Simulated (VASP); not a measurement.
# SrO (pbe) (Fm-3m) in VASP: notebook

Runs on SrO (pbe). Level: PBE. Tasks: single point, relaxation of cell and atoms.

All numbers are computed with VASP 6.6.1; they aren't measurements. Logs are shortened: lines on timing, memory, paths and dates and some standing lists are left out, and cuts for length are marked.

## (1) The cell of the first run

The structure is cubic, space group Fm-3m (No. 225). Conventional cell: a = 5.160 Å, b = 5.160 Å, c = 5.160 Å, α = 90.00°, β = 90.00°, γ = 90.00°. Within 3.4 Å of Sr (site symmetry m-3m) lie 6 O at 2.58 Å. Within 3.4 Å of O (site symmetry m-3m) lie 6 Sr at 2.58 Å.

## (2) Single point, PBE

INCAR reads:

```
SYSTEM = SrO
  PREC = Accurate
  ENCUT = 600
  EDIFF = 1E-6
  ISMEAR = 0
  SIGMA = 0.1
  LREAL = .False.
  LASPH = .True.
  NELM = 120
  ALGO = Normal
  ISIF = 2
  LWAVE = .False.
  LCHARG = .True.
  GGA = PE
  LELF = .True.
  LVHAR = .True.
  NBANDS = 15
  GGA_COMPAT = .False.
```

KPOINTS reads:

```
Automatic mesh
0
Gamma
  6 6 6
  0 0 0
```

POSCAR reads:

```
SrO
1.0
    0.0000000000      2.5800000000      2.5800000000
    2.5800000000      0.0000000000      2.5800000000
    2.5800000000      2.5800000000      0.0000000000
Sr O
1 1
Direct
    0.0000000000      0.0000000000      0.0000000000
    0.5000000000      0.5000000000      0.5000000000
```

Potentials or basis: VASP PAW PBE potentials, release 64 (Sr_sv, O).

Command:

```sh
> cat potpaw_PBE.64/Sr_sv/POTCAR potpaw_PBE.64/O/POTCAR > POTCAR
> mpirun -np 1 vasp_std > vasp.out
```

OUTCAR:

```text
SYSTEM = SrO
   PREC = Accurate
   ENCUT = 600
   EDIFF = 1E-6
   ISMEAR = 0
   LREAL = .False.
   LASPH = .True.
   NELM = 120
   ISIF = 2
   GGA = PE

 ion  position               nearest neighbor table
   1  0.000  0.000  0.000-   2 2.58   2 2.58   2 2.58   2 2.58   2 2.58   2 2.58
   2  0.500  0.500  0.500-   1 2.58   1 2.58   1 2.58   1 2.58   1 2.58   1 2.58

  LATTYP: Found a face centered cubic cell.
 ALAT       =     5.1600000000

  Lattice vectors:

 A1 = (   0.0000000000,   2.5800000000,   2.5800000000)
 A2 = (   2.5800000000,   0.0000000000,   2.5800000000)
 A3 = (   2.5800000000,   2.5800000000,   0.0000000000)

Analysis of symmetry for initial positions (statically):
=====================================================================
 Subroutine PRICEL returns:
 Original cell was already a primitive cell.

 Routine SETGRP: Setting up the symmetry group for a
 face centered cubic supercell.

 Subroutine GETGRP returns: Found 48 space group operations
 (whereof 48 operations were pure point group operations)
 out of a pool of 48 trial point group operations.

The static configuration has the point symmetry O_h .

Analysis of symmetry for dynamics (positions and initial velocities):
=====================================================================
 Subroutine PRICEL returns:
 Original cell was already a primitive cell.

 Routine SETGRP: Setting up the symmetry group for a
 face centered cubic supercell.

 Subroutine GETGRP returns: Found 48 space group operations
 (whereof 48 operations were pure point group operations)
 out of a pool of 48 trial point group operations.

The dynamic configuration has the point symmetry O_h .

 Subroutine INISYM returns: Found 48 space group operations
 (whereof 48 operations are pure point group operations),
 and found     1 'primitive' translations

----------------------------------------------------------------------------------------

                                     Primitive cell

  volume of cell :      34.3470

  direct lattice vectors                    reciprocal lattice vectors
     0.000000000  2.580000000  2.580000000    -0.193798450  0.193798450  0.193798450
     2.580000000  0.000000000  2.580000000     0.193798450 -0.193798450  0.193798450
     2.580000000  2.580000000  0.000000000     0.193798450  0.193798450 -0.193798450

  length of vectors
     3.648670991  3.648670991  3.648670991     0.335668761  0.335668761  0.335668761

  position of ions in fractional coordinates (direct lattice)
     0.000000000  0.000000000  0.000000000
     0.500000000  0.500000000  0.500000000

  ion indices of the primitive-cell ions
   primitive index   ion index
                 1           1
                 2           2

----------------------------------------------------------------------------------------

 KPOINTS: Automatic mesh

Automatic generation of k-mesh.
 Grid dimensions read from file:
 generate k-points for:    6    6    6

 Generating k-lattice:

  Cartesian coordinates                     Fractional coordinates (reciprocal lattice)
    -0.032299742  0.032299742  0.032299742     0.166666667  0.000000000  0.000000000
     0.032299742 -0.032299742  0.032299742     0.000000000  0.166666667  0.000000000
     0.032299742  0.032299742 -0.032299742     0.000000000  0.000000000  0.166666667

  Length of vectors
     0.055944794  0.055944794  0.055944794

  Shift w.r.t. Gamma in fractional coordinates (k-lattice)
     0.000000000  0.000000000  0.000000000

 Subroutine IBZKPT returns following result:
 ===========================================

 Found     16 irreducible k-points:

 Following reciprocal coordinates:
            Coordinates               Weight
  0.000000  0.000000  0.000000      1.000000
  0.166667  0.000000  0.000000      8.000000
  0.333333  0.000000  0.000000      8.000000
  0.500000  0.000000  0.000000      4.000000
  0.166667  0.166667  0.000000      6.000000
  0.333333  0.166667  0.000000     24.000000
[... 8 lines left out ...]
 -0.333333  0.333333  0.166667     24.000000
 -0.333333  0.500000  0.166667     12.000000
   k-points           NKPTS =     16   k-points in BZ     NKDIM =     16   number of bands    NBANDS=     15
   number of dos      NEDOS =    301   number of ions     NIONS =      2
   total plane-waves  NPLWV =  27000
   dimension x,y,z NGX =    30 NGY =   30 NGZ =   30
   dimension x,y,z NGXF=    60 NGYF=   60 NGZF=   60
   ions per type =               1   1
   NGX,Y,Z   is equivalent  to a cutoff of  13.67, 13.67, 13.67 a.u.
   NGXF,Y,Z  is equivalent  to a cutoff of  27.34, 27.34, 27.34 a.u.
 SYSTEM =  SrO
   PREC   = accura    normal or accurate (medium, high low for compatibility)
   ISTART =      0    job   : 0-new  1-cont  2-samecut
   ICHARG =      2    charge: 1-file 2-atom 10-const
   ISPIN  =      1    spin polarized calculation?
   LNONCOLLINEAR =      F non collinear calculations
   LSORBIT =      F    spin-orbit coupling
   LASPH  =      T    aspherical Exc in radial PAW
   ENCUT  =  600.0 eV  44.10 Ry    6.64 a.u.   7.29  7.29  7.29*2*pi/ulx,y,z
   NELM   =    120;   NELMIN=  2; NELMDL= -5     # of ELM steps
   EDIFF  = 0.1E-05   stopping-criterion for ELM
   LREAL  =      F    real-space projection
   EDIFFG = 0.1E-04   stopping-criterion for IOM
   NSW    =      0    number of steps for IOM
   IBRION =     -1    ionic relax: 0-MD 1-quasi-New 2-CG
   NFREE  =      0    steps in history (QN), initial steepest desc. (CG)
   ISIF   =      2    stress and relaxation
   ISYM   =      2    0-nonsym 1-usesym 2-fastsym
   POTIM  = 0.5000    time-step for ionic-motion
   TEBEG  =    0.0;   TEEND  =   0.0 temperature during run
   PSTRESS=    0.0 pullay stress
   NELECT =      16.0000    total number of electrons
   NUPDOWN=      -1.0000    fix difference up-down
   EMIN   =  10.00;   EMAX   =-10.00  energy-range for DOS
   EFERMI =   0.00;   METHOD = LEGACY
   ISMEAR =     0;   SIGMA  =   0.10  broadening in eV -4-tet -1-fermi 0-gaus
   EFERMI_NEDOS =   21; number of points for ismear=-14 and -15
   IALGO  =     38    algorithm
   IMIX   =      4    mixing-type and parameters
     AMIX     =   0.40;   BMIX     =  1.00
     AMIX_MAG =   1.60;   BMIX_MAG =  1.00
  volume/ion in A,a.u.               =      17.17       115.89
  Fermi-wavevector in a.u.,A,eV,Ry     =   1.269069  2.398192 21.912663  1.610535
  Thomas-Fermi vector in A             =   2.402130
   LORBIT       =      0    0 simple, 1 ext, 2 COOP (PROOUT), +10 PAW based schemes
   GGA     = PE    functional components
   LHFCALC =     F    Hartree Fock is set to
   AEXX    =    0.0000 exact exchange contribution
   IVDW    =     0    specifies the selected vdW correction
   LEPSILON=     F    determine dielectric tensor
   LRPA    =     F    only Hartree local field effects (RPA)
 non-spin polarized calculation
 Gauss-broadening in eV      SIGMA  =   0.10
  energy-cutoff  :      600.00
  volume of cell :       34.35
 maximum number of plane-waves:      1167
 NGX is ok and might be reduce to    30
   NGX = 15   NGY = 15   NGZ = 15

 number of electron      15.9999998 magnetization

 Free energy of the ion-electron system (eV)
  ---------------------------------------------------
  ext. energy  EPLUGINS =         0.00000000
  ---------------------------------------------------
  free energy    TOTEN  =       -12.04957697 eV

  energy without entropy =      -12.04957697  energy(sigma->0) =      -12.04957697

 E-fermi :   2.0558     XC(G=0):  -9.9767

 val. band max:        1.6132020318   @ k =   0.0000   0.0000   0.0000
 cond. band min:       4.8846272289   @ k =   0.5000   0.5000   0.0000
 fundamental gap:      3.2714251972
 Fermi energy:         2.0558207303

 k-point     1 :       0.0000    0.0000    0.0000
  band No.  band energies     occupation
      1     -30.8122      2.00000
      2     -13.4637      2.00000
      3     -12.4609      2.00000
      4     -12.4609      2.00000
      5     -12.4609      2.00000
      6       1.6132      2.00000
      7       1.6132      2.00000
      8       1.6132      2.00000
      9       5.5223      0.00000
     10       7.8013      0.00000
     11       7.8013      0.00000
     12       7.8013      0.00000
     13       9.9450      0.00000
     14       9.9450      0.00000
     15      14.2744      0.00000

 k-point     2 :       0.1667    0.0000    0.0000
  band No.  band energies     occupation
      1     -30.7797      2.00000
      2     -14.0251      2.00000
      3     -12.4812      2.00000
      4     -12.4812      2.00000
      5     -11.9800      2.00000
      6       0.8964      2.00000
      7       1.2909      2.00000
      8       1.2909      2.00000
      9       6.6667      0.00000
     10       7.6028      0.00000
     11       8.3286      0.00000
     12       8.3286      0.00000
     13      10.6301      0.00000
     14      10.6301      0.00000
     15      15.9083      0.00000

 k-point     3 :       0.3333    0.0000    0.0000
  band No.  band energies     occupation
      1     -30.7137      2.00000
      2     -14.7032      2.00000
      3     -12.5210      2.00000
      4     -12.5210      2.00000
      5     -11.4635      2.00000
      6      -0.1205      2.00000
      7       0.7390      2.00000
      8       0.7390      2.00000
      9       7.7708      0.00000
     10       8.8043      0.00000
     11       9.6035      0.00000
     12       9.6035      0.00000
     13      12.1706      0.00000
     14      12.1706      0.00000
     15      17.3491      0.00000
[... 199 lines left out ...]
 k-point    15 :      -0.3333    0.3333    0.1667
  band No.  band energies     occupation
      1     -30.6504      2.00000
      2     -14.4418      2.00000
      3     -12.9746      2.00000
      4     -12.8332      2.00000
      5     -11.7673      2.00000
      6       0.2983      2.00000
      7       0.9394      2.00000
      8       0.9982      2.00000
      9       7.7888      0.00000
     10       7.9146      0.00000
     11      10.5150      0.00000
     12      11.6398      0.00000
     13      12.9686      0.00000
     14      14.4745      0.00000
     15      15.2063      0.00000

 k-point    16 :      -0.3333    0.5000    0.1667
  band No.  band energies     occupation
      1     -30.6408      2.00000
      2     -14.0214      2.00000
      3     -13.2499      2.00000
      4     -12.9642      2.00000
      5     -12.0519      2.00000
      6       0.7388      2.00000
      7       1.1382      2.00000
      8       1.2674      2.00000
      9       6.2491      0.00000
     10       9.1471      0.00000
     11       9.9936      0.00000
     12      12.5271      0.00000
     13      12.6323      0.00000
     14      14.4574      0.00000
     15      14.9865      0.00000

------------------------ aborting loop because EDIFF is reached ----------------------------------------

  FORCE on cell =-STRESS in cart. coord.  units (eV):
  Direction    XX          YY          ZZ          XY          YZ          ZX
  --------------------------------------------------------------------------------------
  -------------------------------------------------------------------------------------
  Total        0.4847707      0.4847707      0.4847707     -0.0000000      0.0000000      0.0000000
  in kB       22.6129805     22.6129805     22.6129805     -0.0000000      0.0000000      0.0000000
  external PRESSURE =      22.6129805 kB  Pullay stress =       0.0000000 kB

 VOLUME and BASIS-vectors are now :
 -----------------------------------------------------------------------------
  energy-cutoff  :      600.00
  volume of cell :       34.35
      direct lattice vectors                 reciprocal lattice vectors
     0.000000000  2.580000000  2.580000000    -0.193798450  0.193798450  0.193798450
     2.580000000  0.000000000  2.580000000     0.193798450 -0.193798450  0.193798450
     2.580000000  2.580000000  0.000000000     0.193798450  0.193798450 -0.193798450

 POSITION                                       TOTAL-FORCE (eV/Angst)
 -----------------------------------------------------------------------------------
      0.00000      0.00000      0.00000        -0.000000      0.000000      0.000000
      2.58000      2.58000      2.58000         0.000000      0.000000     -0.000000
 -----------------------------------------------------------------------------------
    total drift:                                0.000000      0.000000      0.000000

  FREE ENERGIE OF THE ION-ELECTRON SYSTEM (eV)
  ---------------------------------------------------
  free  energy   TOTEN  =       -12.0495769733 eV

  energy  without entropy=      -12.0495769733  energy(sigma->0) =      -12.04957697
```

It took 22 s on 1 thread of AMD EPYC 7R43 (Zen 3), shared host; peak memory 0.14 GiB.

Results:

* Free energy: -12.0496 eV
* Pressure: 2.3 GPa
* Band gap on the k mesh: 3.27 eV, indirect (least direct gap 3.37 eV)

Levels at points of the mesh, in eV from the valence-band top:
```
           k point  band 5  band 6  band 7  band 8  band 9  band 10  band 11  band 12
(0.00, 0.00, 0.00)  -14.07    0.00    0.00    0.00    3.91     6.19     6.19     6.19
(0.50, 0.00, 0.00)  -12.89   -2.15   -1.12   -1.12    6.51     8.37     8.79     8.79
(0.50, 0.50, 0.00)  -14.43   -0.45   -0.10   -0.10    3.27     7.72    10.11    10.29
```

A k mesh can miss the band edges. PBE gaps usually lie below the measured ones, often by a third to a half.

## (3) Single point, PBE

This run uses another cell than the first one, of 17.53 Å³/atom, 1.020 times its volume.

INCAR reads:

```
SYSTEM = SrO
ALGO = Normal
EDIFF = 1E-6
ENCUT = 600
GGA = PE
GGA_COMPAT = .False.
ISIF = 2
ISMEAR = 0
LASPH = .True.
LCHARG = .False.
LREAL = .False.
LWAVE = .False.
NBANDS = 15
NELM = 120
PREC = Accurate
SIGMA = 0.02
```

KPOINTS reads:

```
k-points
0
Gamma
  6 6 6
  0 0 0
```

POSCAR reads:

```
SrO
1.0
    0.0000000000      2.5974845728      2.5974845728
    2.5974845728      0.0000000000      2.5974845728
    2.5974845728      2.5974845728      0.0000000000
Sr O
1 1
Direct
    0.0000000000      0.0000000000      0.0000000000
    0.5000000000      0.5000000000      0.5000000000
```

Potentials or basis: VASP PAW PBE potentials, release 64 (Sr_sv, O).

Command:

```sh
> cat potpaw_PBE.64/Sr_sv/POTCAR potpaw_PBE.64/O/POTCAR > POTCAR
> mpirun -np 1 vasp_std > vasp.out
```

Wall time 23 s (1 thread of AMD EPYC 7R43 (Zen 3), shared host); peak memory 0.13 GiB.

The run converged. Its results:

```
Free energy            : -12.0562 eV
Pressure               : 0.4 GPa
Band gap on the k mesh : 3.28 eV, indirect (least direct gap 3.39 eV)
```

Levels at points of the mesh, in eV from the valence-band top:
| k point | band 5 | band 6 | band 7 | band 8 | band 9 | band 10 | band 11 | band 12 |
| --- | --- | --- | --- | --- | --- | --- | --- | --- |
| (0.00, 0.00, 0.00) | -14.17 | 0.00 | 0.00 | 0.00 | 3.77 | 6.14 | 6.14 | 6.14 |
| (0.50, 0.00, 0.00) | -12.99 | -2.11 | -1.08 | -1.08 | 6.42 | 8.21 | 8.67 | 8.67 |
| (0.50, 0.50, 0.00) | -14.50 | -0.48 | -0.11 | -0.11 | 3.28 | 7.57 | 9.97 | 10.11 |

A k mesh can miss the band edges.

[end of part 1 of 2]
